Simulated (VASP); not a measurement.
# Ag (Fm-3m) in VASP: a series of runs

Ag is run at these levels: r2SCAN; tasks: single point.

All numbers are computed with VASP 6.6.1; they aren't measurements. Logs are shortened: lines on timing, memory, paths and dates and some standing lists are left out, and cuts for length are marked.

## 1. The cell of the first run

Symmetry: Fm-3m, No. 225, cubic system. Conventional cell: a = 4.104 Å, b = 4.104 Å, c = 4.104 Å, α = 90.00°, β = 90.00°, γ = 90.00°. Within 3.8 Å of Ag (site symmetry m-3m) lie 12 Ag at 2.90 Å.

## 2. Single point, r2SCAN

File POSCAR:

```
Ag
1.0
    0.0000000000      2.0521781806      2.0521781806
    2.0521781806      0.0000000000      2.0521781806
    2.0521781806      2.0521781806      0.0000000000
Ag
1
Direct
    0.0000000000      0.0000000000      0.0000000000
```

File INCAR.step1:

```
PREC = Accurate
ENCUT = 550
ISMEAR = 0
SIGMA = 0.1
LREAL = F
LASPH = T
NELM = 120
NBANDS = 12
GGA = PE
ALGO = Normal
EDIFF = 1E-5
LWAVE = T
LCHARG = F
GGA_COMPAT = F
```

File INCAR.step2:

```
PREC = Accurate
ENCUT = 550
EDIFF = 1E-6
ISMEAR = 0
SIGMA = 0.1
LREAL = F
LASPH = T
NELM = 120
ALGO = Normal
ISIF = 2
LWAVE = F
LCHARG = F
METAGGA = R2SCAN
LMIXTAU = T
NBANDS = 12
ISTART = 1
GGA_COMPAT = F
```

File KPOINTS:

```
regular mesh
0
Gamma
  8 8 8
```

Potentials or basis: VASP PAW PBE potentials, release 64 (Ag).

Command:

```
$ cat potpaw_PBE.64/Ag/POTCAR > POTCAR
$ cp INCAR.step1 INCAR
$ mpirun -np 1 vasp_std > vasp.out
$ cp INCAR.step2 INCAR
$ mpirun -np 1 vasp_std > vasp.out
```

OUTCAR:

```text
PREC = Accurate
   ENCUT = 550
   EDIFF = 1E-6
   ISMEAR = 0
   LREAL = F
   LASPH = T
   NELM = 120
   ISIF = 2
   METAGGA = R2SCAN
   ISTART = 1

 ion  position               nearest neighbor table
   1  0.000  0.000  0.000-

  LATTYP: Found a face centered cubic cell.
 ALAT       =     4.1043563612

  Lattice vectors:

 A1 = (   0.0000000000,   2.0521781806,   2.0521781806)
 A2 = (   2.0521781806,   0.0000000000,   2.0521781806)
 A3 = (   2.0521781806,   2.0521781806,   0.0000000000)

Analysis of symmetry for initial positions (statically):
=====================================================================
 Subroutine PRICEL returns:
 Original cell was already a primitive cell.

 Routine SETGRP: Setting up the symmetry group for a
 face centered cubic supercell.

 Subroutine GETGRP returns: Found 48 space group operations
 (whereof 48 operations were pure point group operations)
 out of a pool of 48 trial point group operations.

The static configuration has the point symmetry O_h .

Analysis of symmetry for dynamics (positions and initial velocities):
=====================================================================
 Subroutine PRICEL returns:
 Original cell was already a primitive cell.

 Routine SETGRP: Setting up the symmetry group for a
 face centered cubic supercell.

 Subroutine GETGRP returns: Found 48 space group operations
 (whereof 48 operations were pure point group operations)
 out of a pool of 48 trial point group operations.

The dynamic configuration has the point symmetry O_h .

 Subroutine INISYM returns: Found 48 space group operations
 (whereof 48 operations are pure point group operations),
 and found     1 'primitive' translations

----------------------------------------------------------------------------------------

                                     Primitive cell

  volume of cell :      17.2852

  direct lattice vectors                    reciprocal lattice vectors
     0.000000000  2.052178181  2.052178181    -0.243643561  0.243643561  0.243643561
     2.052178181  0.000000000  2.052178181     0.243643561 -0.243643561  0.243643561
     2.052178181  2.052178181  0.000000000     0.243643561  0.243643561 -0.243643561

  length of vectors
     2.902218215  2.902218215  2.902218215     0.422003027  0.422003027  0.422003027

  position of ions in fractional coordinates (direct lattice)
     0.000000000  0.000000000  0.000000000

  ion indices of the primitive-cell ions
   primitive index   ion index
                 1           1

----------------------------------------------------------------------------------------

 KPOINTS: regular mesh

Automatic generation of k-mesh.
 Grid dimensions read from file:
 generate k-points for:    8    8    8

 Generating k-lattice:

  Cartesian coordinates                     Fractional coordinates (reciprocal lattice)
    -0.030455445  0.030455445  0.030455445     0.125000000  0.000000000  0.000000000
     0.030455445 -0.030455445  0.030455445     0.000000000  0.125000000  0.000000000
     0.030455445  0.030455445 -0.030455445     0.000000000  0.000000000  0.125000000

  Length of vectors
     0.052750378  0.052750378  0.052750378

  Shift w.r.t. Gamma in fractional coordinates (k-lattice)
     0.000000000  0.000000000  0.000000000

 Subroutine IBZKPT returns following result:
 ===========================================

 Found     29 irreducible k-points:

 Following reciprocal coordinates:
            Coordinates               Weight
  0.000000  0.000000  0.000000      1.000000
  0.125000  0.000000  0.000000      8.000000
  0.250000  0.000000  0.000000      8.000000
  0.375000  0.000000  0.000000      8.000000
  0.500000  0.000000  0.000000      4.000000
  0.125000  0.125000  0.000000      6.000000
[... 16 lines left out ...]
  0.500000  0.250000  0.125000     48.000000
 -0.375000  0.250000  0.125000     24.000000
 [... further k-points ...]
   k-points           NKPTS =     29   k-points in BZ     NKDIM =     29   number of bands    NBANDS=     12
   number of dos      NEDOS =    301   number of ions     NIONS =      1
   total plane-waves  NPLWV =  13824
   dimension x,y,z NGX =    24 NGY =   24 NGZ =   24
   dimension x,y,z NGXF=    48 NGYF=   48 NGZF=   48
   ions per type =               1
   NGX,Y,Z   is equivalent  to a cutoff of  13.75, 13.75, 13.75 a.u.
   NGXF,Y,Z  is equivalent  to a cutoff of  27.50, 27.50, 27.50 a.u.
 SYSTEM =  unknown system
   PREC   = accura    normal or accurate (medium, high low for compatibility)
   ISTART =      1    job   : 0-new  1-cont  2-samecut
   ICHARG =      0    charge: 1-file 2-atom 10-const
   ISPIN  =      1    spin polarized calculation?
   LNONCOLLINEAR =      F non collinear calculations
   LSORBIT =      F    spin-orbit coupling
   LASPH  =      T    aspherical Exc in radial PAW
   ENCUT  =  550.0 eV  40.42 Ry    6.36 a.u.   5.55  5.55  5.55*2*pi/ulx,y,z
   NELM   =    120;   NELMIN=  2; NELMDL=  0     # of ELM steps
   EDIFF  = 0.1E-05   stopping-criterion for ELM
   LREAL  =      F    real-space projection
   EDIFFG = 0.1E-04   stopping-criterion for IOM
   NSW    =      0    number of steps for IOM
   IBRION =     -1    ionic relax: 0-MD 1-quasi-New 2-CG
   NFREE  =      0    steps in history (QN), initial steepest desc. (CG)
   ISIF   =      2    stress and relaxation
   ISYM   =      2    0-nonsym 1-usesym 2-fastsym
   POTIM  = 0.5000    time-step for ionic-motion
   TEBEG  =    0.0;   TEEND  =   0.0 temperature during run
   PSTRESS=    0.0 pullay stress
   NELECT =      11.0000    total number of electrons
   NUPDOWN=      -1.0000    fix difference up-down
   EMIN   =  10.00;   EMAX   =-10.00  energy-range for DOS
   EFERMI =   0.00;   METHOD = LEGACY
   ISMEAR =     0;   SIGMA  =   0.10  broadening in eV -4-tet -1-fermi 0-gaus
   EFERMI_NEDOS =   21; number of points for ismear=-14 and -15
   IALGO  =     38    algorithm
   IMIX   =      4    mixing-type and parameters
     AMIX     =   0.40;   BMIX     =  1.00
     AMIX_MAG =   1.60;   BMIX_MAG =  1.00
  volume/ion in A,a.u.               =      17.29       116.65
  Fermi-wavevector in a.u.,A,eV,Ry     =   1.408145  2.661008 26.978610  1.982872
  Thomas-Fermi vector in A             =   2.530332
   LORBIT       =      0    0 simple, 1 ext, 2 COOP (PROOUT), +10 PAW based schemes
   METAGGA = R2SCAN    functional components
   LHFCALC =     F    Hartree Fock is set to
   AEXX    =    0.0000 exact exchange contribution
   IVDW    =     0    specifies the selected vdW correction
   LEPSILON=     F    determine dielectric tensor
   LRPA    =     F    only Hartree local field effects (RPA)
 non-spin polarized calculation
 Gauss-broadening in eV      SIGMA  =   0.10
  energy-cutoff  :      550.00
  volume of cell :       17.29
 maximum number of plane-waves:       531
 NGX is ok and might be reduce to    24
   NGX = 11   NGY = 11   NGZ = 11

 number of electron      10.9999999 magnetization

 Free energy of the ion-electron system (eV)
  ---------------------------------------------------
  ext. energy  EPLUGINS =         0.00000000
  ---------------------------------------------------
  free energy    TOTEN  =       -21.32883985 eV

  energy without entropy =      -21.32573140  energy(sigma->0) =      -21.32728563

 E-fermi :   8.0163     XC(G=0): -12.8689

 val. band max:        7.9512134837   @ k =   0.5000   0.0000   0.0000
 cond. band min:       8.4695601554   @ k =   0.5000   0.3750   0.1250
 fundamental gap:      0.5183466717
 Fermi energy:         8.0162520396

 k-point     1 :       0.0000    0.0000    0.0000
  band No.  band energies     occupation
      1       0.3927      2.00000
      2       3.1626      2.00000
      3       3.1626      2.00000
      4       3.1626      2.00000
      5       4.1833      2.00000
      6       4.1833      2.00000
      7      24.8722      0.00000
      8      28.5058      0.00000
      9      28.5058      0.00000
     10      28.5058      0.00000
     11      33.4245      0.00000
     12      34.3966      0.00000

 k-point     2 :       0.1250    0.0000    0.0000
  band No.  band energies     occupation
      1       0.8718      2.00000
      2       3.0802      2.00000
      3       3.2806      2.00000
      4       3.2806      2.00000
      5       4.1501      2.00000
      6       4.1501      2.00000
      7      24.2876      0.00000
      8      25.9997      0.00000
      9      28.6294      0.00000
     10      28.6294      0.00000
     11      32.4206      0.00000
     12      33.8207      0.00000

 k-point     3 :       0.2500    0.0000    0.0000
  band No.  band energies     occupation
      1       1.7177      2.00000
      2       3.3605      2.00000
      3       3.3605      2.00000
      4       3.5124      2.00000
      5       4.3122      2.00000
      6       4.3122      2.00000
      7      19.6914      0.00000
      8      25.4642      0.00000
      9      28.4414      0.00000
     10      28.4414      0.00000
     11      31.8720      0.00000
     12      32.2771      0.00000
[... 286 lines left out ...]
 k-point    23 :       0.5000    0.2500    0.1250
  band No.  band energies     occupation
      1       2.3213      2.00000
      2       2.8652      2.00000
      3       3.2392      2.00000
      4       3.9465      2.00000
      5       4.7005      2.00000
      6       7.9369      1.73820
      7      15.8145      0.00000
      8      20.3685      0.00000
      9      22.7577      0.00000
     10      27.9578      0.00000
     11      31.4949      0.00000
     12      34.9285      0.00000

 k-point    24 :      -0.3750    0.2500    0.1250
  band No.  band energies     occupation
      1       2.2635      2.00000
      2       2.7193      2.00000
      3       3.6279      2.00000
      4       3.7606      2.00000
      5       4.9086      2.00000
      6      10.6242      0.00000
      7      12.2704      0.00000
      8      21.0263      0.00000
      9      21.1961      0.00000
     10      27.3694      0.00000
     11      32.1375      0.00000
     12      36.4077      0.00000

 [... further k-points ...]

------------------------ aborting loop because EDIFF is reached ----------------------------------------

  FORCE on cell =-STRESS in cart. coord.  units (eV):
  Direction    XX          YY          ZZ          XY          YZ          ZX
  --------------------------------------------------------------------------------------
  -------------------------------------------------------------------------------------
  Total        0.0747659      0.0747659      0.0747659      0.0000000      0.0000000      0.0000000
  in kB        6.9300941      6.9300941      6.9300941      0.0000000      0.0000000      0.0000000
  external PRESSURE =       6.9300941 kB  Pullay stress =       0.0000000 kB

 VOLUME and BASIS-vectors are now :
 -----------------------------------------------------------------------------
  energy-cutoff  :      550.00
  volume of cell :       17.29
      direct lattice vectors                 reciprocal lattice vectors
     0.000000000  2.052178181  2.052178181    -0.243643561  0.243643561  0.243643561
     2.052178181  0.000000000  2.052178181     0.243643561 -0.243643561  0.243643561
     2.052178181  2.052178181  0.000000000     0.243643561  0.243643561 -0.243643561

 POSITION                                       TOTAL-FORCE (eV/Angst)
 -----------------------------------------------------------------------------------
      0.00000      0.00000      0.00000         0.000000      0.000000      0.000000
 -----------------------------------------------------------------------------------
    total drift:                               -0.000000      0.000000      0.000000

  FREE ENERGIE OF THE ION-ELECTRON SYSTEM (eV)
  ---------------------------------------------------
  free  energy   TOTEN  =       -21.3288398529 eV

  energy  without entropy=      -21.3257314011  energy(sigma->0) =      -21.32728563
```

Wall time 60 s (1 thread of Intel Xeon 8259CL, shared host); peak memory 0.14 GiB.

What came out:

```yaml
Free_energy: -21.3288 eV
Pressure: 0.7 GPa
```

Caveat: the PAW data sets were made with another functional, which shifts forces and pressure a little.

## 3. Single point, r2SCAN

POSCAR is that of step 2.

File INCAR.step1:

```
SYSTEM = Ag
ALGO = Normal ; EDIFF = 1E-4
ENCUT = 520 ; GGA = PE
ISMEAR = 0 ; LASPH = .TRUE.
LCHARG = .FALSE. ; LREAL = .FALSE.
LWAVE = .TRUE. ; NBANDS = 12
NELM = 60 ; PREC = Accurate
SIGMA = 0.1
```

File INCAR.step2:

```
SYSTEM = Ag
ALGO = Normal ; EDIFF = 1E-6
ENCUT = 520 ; ISIF = 2
ISMEAR = 0 ; ISTART = 1
LASPH = .TRUE. ; LCHARG = .FALSE.
LMIXTAU = .TRUE. ; LREAL = .FALSE.
LWAVE = .FALSE. ; METAGGA = R2SCAN
NBANDS = 12 ; NELM = 60
PREC = Accurate ; SIGMA = 0.1
```

File KPOINTS:

```
k-points
0
G
  18 18 18
  0 0 0
```

Potentials or basis: VASP PAW PBE potentials, release 64 (Ag).

Command:

```
$ cat potpaw_PBE.64/Ag/POTCAR > POTCAR
$ cp INCAR.step1 INCAR
$ mpirun -np 1 vasp_std > vasp.out
$ cp INCAR.step2 INCAR
$ mpirun -np 1 vasp_std > vasp.out
```

Run time: 77 s. Hardware: 1 thread of Intel Xeon Platinum 8488C (Sapphire Rapids), shared host; peak memory 0.17 GiB.

The run converged. Its results:

* Free energy: -21.3608 eV
* Pressure: 0.1 GPa

Levels at points of the mesh, in eV from the Fermi level:
```tsv
k point	band 3	band 4	band 5	band 6	band 7	band 8	band 9	band 10
(0.00, 0.00, 0.00)	-5.06	-5.06	-4.04	-4.04	16.65	20.30	20.30	20.30
(0.50, 0.00, 0.00)	-5.08	-3.24	-3.24	-0.26	3.66	15.89	18.50	18.50
(0.50, 0.50, 0.00)	-3.28	-3.03	-3.03	1.77	6.90	11.10	11.10	17.55
```

Caveat: the PAW data sets were made with another functional, which shifts forces and pressure a little.
